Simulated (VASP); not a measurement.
A run of VASP 6.6.1:

File INCAR:

```
PREC = Accurate
ENCUT = 520
EDIFF = 1E-6
ISMEAR = 0
SIGMA = 0.1
LREAL = F
LASPH = T
NELM = 150
ALGO = Normal
ISIF = 2
LWAVE = F
LCHARG = T
ISPIN = 2
MAGMOM = 0 2
LORBIT = 11
LMAXMIX = 4
GGA = PE
LELF = T
LVHAR = T
NBANDS = 18
```

Contents of KPOINTS:

```
Automatic mesh
0
Gamma
  5 5 5
  0.5 0.5 0.5
```

File POSCAR:

```
AlNi
1.0
    2.8810000000      0.0000000000      0.0000000000
    0.0000000000      2.8810000000      0.0000000000
    0.0000000000      0.0000000000      2.8810000000
Al Ni
1 1
Direct
    0.0000000000      0.0000000000      0.0000000000
    0.5000000000      0.5000000000      0.5000000000
```

Potentials or basis: VASP PAW PBE potentials, release 64 (Al, Ni).

The run is started by

```sh
$ cat potpaw_PBE.64/Al/POTCAR potpaw_PBE.64/Ni/POTCAR > POTCAR
$ mpirun -np 1 vasp_std > vasp.out
```

Hardware: 1 thread of Intel Xeon 6975P-C, with other jobs on the host.

Task: How long does it take, and how much memory?

Result: Wall time 7.9 s on 1 thread of Intel Xeon 6975P-C (shared host), peak memory 0.15 GiB. Counts: scf iterations 15, k points 10.
